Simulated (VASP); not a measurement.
# Ag in VASP: notebook, part 2 of 2

VASP 6.6.1. Earlier steps stand in the parts before.

## Step 3: Single point, r2SCAN (shear of c along a, cell held: +4.5 %)

File POSCAR:

```
Ag
1.0
    3.2685352936      0.0000000000      0.0000000000
    0.0000000000      3.2685352936      0.0000000000
    0.1470840882      0.0000000000      3.2685352936
Ag
2
Direct
    0.0000000000      0.0000000000      0.0000000000
    0.5000000000      0.5000000000      0.5000000000
```

File INCAR.step1:

```
SYSTEM = Ag
  PREC = Accurate
  ENCUT = 520
  ISMEAR = 0
  SIGMA = 0.1
  LREAL = .FALSE.
  LASPH = .TRUE.
  NELM = 80
  NBANDS = 18
  GGA = PE
  ALGO = Normal
  EDIFF = 1E-4
  LWAVE = .TRUE.
  LCHARG = .FALSE.
```

File INCAR.step2:

```
SYSTEM = Ag
  PREC = Accurate
  ENCUT = 520
  EDIFF = 1E-6
  ISMEAR = 0
  SIGMA = 0.1
  LREAL = .FALSE.
  LASPH = .TRUE.
  NELM = 80
  ALGO = Normal
  ISIF = 2
  LWAVE = .FALSE.
  LCHARG = .FALSE.
  METAGGA = R2SCAN
  LMIXTAU = .TRUE.
  NBANDS = 18
  ISTART = 1
```

File KPOINTS:

```
regular mesh
0
G
  16 16 16
  0 0 0
```

Potentials or basis: VASP PAW PBE potentials, release 64 (Ag).

On the command line:

```console
> cat potpaw_PBE.64/Ag/POTCAR > POTCAR
> cp INCAR.step1 INCAR
> mpirun -np 1 vasp_std > vasp.out
> cp INCAR.step2 INCAR
> mpirun -np 1 vasp_std > vasp.out
```

OUTCAR:

```text
SYSTEM = Ag
   PREC = Accurate
   ENCUT = 520
   EDIFF = 1E-6
   ISMEAR = 0
   LREAL = .FALSE.
   LASPH = .TRUE.
   NELM = 80
   ISIF = 2
   METAGGA = R2SCAN
   ISTART = 1

 ion  position               nearest neighbor table
   1  0.000  0.000  0.000-   2 2.79   2 2.79   2 2.79   2 2.79   2 2.87   2 2.87   2 2.87   2 2.87

   2  0.500  0.500  0.500-   1 2.79   1 2.79   1 2.79   1 2.79   1 2.87   1 2.87   1 2.87   1 2.87

  LATTYP: Found a simple monoclinic cell.
 ALAT       =     3.2685352936
 B/A-ratio  =     1.0000000000
 C/A-ratio  =     1.0010119879
 COS(beta)  =    -0.0449545066

  Lattice vectors:

 A1 = (   3.2685352936,   0.0000000000,   0.0000000000)
 A2 = (   0.0000000000,  -3.2685352936,   0.0000000000)
 A3 = (  -0.1470840882,   0.0000000000,  -3.2685352936)

Analysis of symmetry for initial positions (statically):
=====================================================================
 Subroutine PRICEL returns following result:

  LATTYP: Found a base centered monoclinic cell.
 ALAT       =     4.5195996054
 B/A-ratio  =     0.7231913397
 C/A-ratio  =     0.7231913397
 COS(beta)  =    -0.6906477294

  Lattice vectors:
[... 184 lines left out ...]

  energy without entropy =      -42.63677613  energy(sigma->0) =      -42.63820530

 E-fermi :   8.1756     XC(G=0): -12.8020

 val. band max:        8.1732794907   @ k =   0.2500   0.2500   0.5000
 cond. band min:       8.1773894480   @ k =   0.0625   0.2500   0.4375
 fundamental gap:      0.0041099573
 Fermi energy:         8.1756319511

 k-point     1 :       0.0000    0.0000    0.0000
  band No.  band energies     occupation
      1       0.3385      2.00000
      2       1.5204      2.00000
      3       1.5345      2.00000
      4       2.7473      2.00000
      5       2.9196      2.00000
      6       3.1201      2.00000
[... 481 lines left out ...]
      5       3.1710      2.00000
      6       3.6778      2.00000
[... 10 lines left out ...]
     17      23.9867      0.00000
     18      24.0661      0.00000

 [... further k-points ...]

------------------------ aborting loop because EDIFF is reached ----------------------------------------

  FORCE on cell =-STRESS in cart. coord.  units (eV):
  Direction    XX          YY          ZZ          XY          YZ          ZX
  --------------------------------------------------------------------------------------
  -------------------------------------------------------------------------------------
  Total       -0.0221608      0.0409658      0.0300073      0.0000000      0.0000000     -0.5647749
  in kB       -1.0168038      1.8796297      1.3768208      0.0000000      0.0000000    -25.9135215
  external PRESSURE =       0.7465489 kB  Pullay stress =       0.0000000 kB

 VOLUME and BASIS-vectors are now :
 -----------------------------------------------------------------------------
  energy-cutoff  :      520.00
  volume of cell :       34.92
      direct lattice vectors                 reciprocal lattice vectors
     3.268535294  0.000000000  0.000000000     0.305947438  0.000000000 -0.013767635
     0.000000000  3.268535294  0.000000000     0.000000000  0.305947438  0.000000000
     0.147084088  0.000000000  3.268535294     0.000000000  0.000000000  0.305947438

 POSITION                                       TOTAL-FORCE (eV/Angst)
 -----------------------------------------------------------------------------------
      0.00000      0.00000      0.00000        -0.000000     -0.000000      0.000000
      1.70781      1.63427      1.63427         0.000000      0.000000     -0.000000
 -----------------------------------------------------------------------------------
    total drift:                                0.000000      0.000000     -0.000000

  FREE ENERGIE OF THE ION-ELECTRON SYSTEM (eV)
  ---------------------------------------------------
  free  energy   TOTEN  =       -42.6396344724 eV

  energy  without entropy=      -42.6367761256  energy(sigma->0) =      -42.63820530
```

Run time: 35 min. Hardware: 1 thread of Oxide Virtual Turin-like, shared host; peak memory 0.61 GiB.

What came out:

| Property | Result |
| --- | --- |
| Free energy | -42.6396 eV |
| Pressure | 0.1 GPa |
| Band gap on the k mesh | zero (bands 11 and 12 overlap by 7.67 eV) |

Stress tensor (GPa, compression positive):
```
-0.10  0.00 -2.59
 0.00  0.19  0.00
-2.59  0.00  0.14
```

Levels at points of the mesh, in eV from the Fermi level:
```tsv
k point	band 8	band 9	band 10	band 11	band 12	band 13	band 14	band 15
(0.00, 0.00, 0.00)	-3.91	-3.33	-3.18	-3.02	7.07	7.12	7.19	12.96
(0.50, 0.00, 0.00)	-4.74	-4.25	-4.25	-2.05	-2.05	13.06	13.06	13.37
(0.00, 0.50, 0.00)	-4.70	-4.26	-4.26	-2.06	-2.06	13.29	13.29	13.47
(0.50, 0.50, 0.00)	-3.82	-2.94	-2.94	0.01	0.01	4.10	4.10	13.48
(0.00, 0.00, 0.50)	-4.74	-4.25	-4.25	-2.06	-2.06	13.08	13.08	13.36
(0.50, 0.00, 0.50)	-3.72	-3.02	-2.83	-0.27	0.30	3.60	4.59	13.50
(0.00, 0.50, 0.50)	-3.82	-2.94	-2.94	0.00	0.00	4.09	4.09	13.50
(0.50, 0.50, 0.50)	-3.80	-3.79	-3.79	5.61	5.61	6.18	6.18	6.70
```

Caveat: the cell differs from its parent crystal (shear of c along a, cell held: +4.5 %); the PAW data sets were made with another functional, which shifts forces and pressure a little.

## Step 4: Single point, r2SCAN (shear of c along a, cell held: +9.0 %)

Changes to POSCAR since step 3:

```diff
@@ -4,3 +4,3 @@
     0.0000000000      3.2685352936      0.0000000000
-    0.1470840882      0.0000000000      3.2685352936
+    0.2941681764      0.0000000000      3.2685352936
 Ag
```

File INCAR.step1:

```
PREC = Accurate ; ENCUT = 520
ISMEAR = 0 ; SIGMA = 0.1
LREAL = False ; LASPH = True
NELM = 60 ; NBANDS = 18
GGA = PE ; ALGO = Normal
EDIFF = 1E-4 ; LWAVE = True
LCHARG = False
```

File INCAR.step2:

```
PREC = Accurate ; ENCUT = 520
EDIFF = 1E-7 ; ISMEAR = 0
SIGMA = 0.1 ; LREAL = False
LASPH = True ; NELM = 60
ALGO = Normal ; ISIF = 2
LWAVE = False ; LCHARG = False
METAGGA = R2SCAN ; LMIXTAU = True
NBANDS = 18 ; ISTART = 1
```

File KPOINTS:

```
regular mesh
0
Gamma
  16 16 16
```

On the command line:

```console
> cat potpaw_PBE.64/Ag/POTCAR > POTCAR
> cp INCAR.step1 INCAR
> mpirun -np 1 vasp_std > vasp.out
> cp INCAR.step2 INCAR
> mpirun -np 1 vasp_std > vasp.out
```

Wall time 52 min (1 thread of Oxide Virtual Turin-like, shared host); peak memory 0.61 GiB.

It converged, with:

```
Free energy            : -42.6017 eV
Pressure               : 0.7 GPa
Band gap on the k mesh : zero (bands 11 and 12 overlap by 7.31 eV)
```

Stress tensor (GPa, compression positive):
```
 0.00  0.00 -5.13
 0.00  1.11  0.00
-5.13  0.00  0.96
```

Levels at points of the mesh, in eV from the Fermi level:
| k point | band 8 | band 9 | band 10 | band 11 | band 12 | band 13 | band 14 | band 15 |
| --- | --- | --- | --- | --- | --- | --- | --- | --- |
| (0.00, 0.00, 0.00) | -3.88 | -3.50 | -3.21 | -2.89 | 7.02 | 7.10 | 7.29 | 13.00 |
| (0.50, 0.00, 0.00) | -4.76 | -4.28 | -4.28 | -2.05 | -2.05 | 12.49 | 12.49 | 13.39 |
| (0.00, 0.50, 0.00) | -4.69 | -4.30 | -4.30 | -2.08 | -2.08 | 13.22 | 13.22 | 13.59 |
| (0.50, 0.50, 0.00) | -3.84 | -2.97 | -2.97 | 0.01 | 0.01 | 4.13 | 4.13 | 12.94 |
| (0.00, 0.00, 0.50) | -4.74 | -4.28 | -4.28 | -2.09 | -2.09 | 12.57 | 12.57 | 13.35 |
| (0.50, 0.00, 0.50) | -3.65 | -3.12 | -2.74 | -0.54 | 0.59 | 3.11 | 5.09 | 13.24 |
| (0.00, 0.50, 0.50) | -3.85 | -2.98 | -2.98 | -0.01 | -0.01 | 4.09 | 4.09 | 13.02 |
| (0.50, 0.50, 0.50) | -3.84 | -3.82 | -3.82 | 5.22 | 5.22 | 5.90 | 5.90 | 7.08 |

Caveat: the cell differs from its parent crystal (shear of c along a, cell held: +9.0 %); the PAW data sets were made with another functional, which shifts forces and pressure a little.

## Step 5: Summary

```tsv
cell	gap on the mesh (eV)	pressure (GPa)
a = 3.220, b = 3.220, c = 3.372 Å, 2 atoms	none	-0.2
a = 3.269, b = 3.269, c = 3.272 Å, angles 90.0, 87.4, 90.0°, 2 atoms	none	0.1
a = 3.269, b = 3.269, c = 3.282 Å, angles 90.0, 84.9, 90.0°, 2 atoms	none	0.7
```

Alike in all rows: task single point; level r2SCAN; potentials or basis VASP PAW PBE potentials, release 64 (Ag); no spin polarisation; k mesh 16 × 16 × 16; cutoff (eV) 520; smearing gaussian 0.1 eV.

Caveats: the PAW data sets were made with another functional, which shifts forces and pressure a little.

Total energies depend on the potentials used, so only differences within one code and one set of settings carry meaning.

The gap in the log of VASP goes by the Fermi energy; the results here count the filled bands.